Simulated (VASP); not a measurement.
**MoS2: single point with LDA**

MoS2, a slab with vacuum:

```
S Mo
1.0
     3.12154    0.00000    0.00000
    -1.56077    2.70333    0.00000
     0.00000    0.00000   56.44272
S Mo
6 3
Direct
  0.33333 0.66667 0.36555
  0.33333 0.66667 0.42059
  0.66667 0.33333 0.47246
  0.66667 0.33333 0.52754
  0.33333 0.66667 0.57941
  0.33333 0.66667 0.63445
  0.66667 0.33333 0.39304
  0.33333 0.66667 0.50000
  0.66667 0.33333 0.60696
```

```yaml
Program: VASP 6.6.1
Task: single point
Functional: LDA
Potentials_or_basis: VASP PAW LDA potentials, release 64 (S, Mo_sv)
Cutoff: 520 eV
k_mesh: 12 × 12 × 1
Occupations: gaussian, width 0.02 eV
Spin: no spin polarisation
Dipole_correction: yes
Further_INCAR_settings: ALGO = Normal; EDIFF = 1e-06; NBANDS = 49
```

| Quantity | Value |
| --- | --- |
| Largest force | 0.019 eV/Å |
| Band gap on the k mesh | 0.97 eV (least direct gap 1.80 eV) |

Forces on the atoms (eV/Å):
```
S    0.000  0.000 -0.019
S    0.000  0.000  0.017
S    0.000  0.000 -0.017
S    0.000  0.000  0.017
S    0.000  0.000 -0.017
S    0.000  0.000  0.019
Mo   0.000  0.000  0.000
Mo   0.000  0.000  0.000
Mo   0.000  0.000  0.000
```

Levels at points of the mesh, in eV from the valence-band top:
```csv
k point,band 37,band 38,band 39,band 40,band 41,band 42
"(0.00, 0.00, 0.00)",-1.05,-0.35,0.00,2.26,2.26,2.28
"(0.50, 0.00, 0.00)",-1.38,-1.31,-1.28,1.79,1.81,1.83
```

It took 22 min on 1 thread of AMD EPYC 7R43 64-Core Processor (Zen 3) (shared host), peak memory 0.55 GiB.
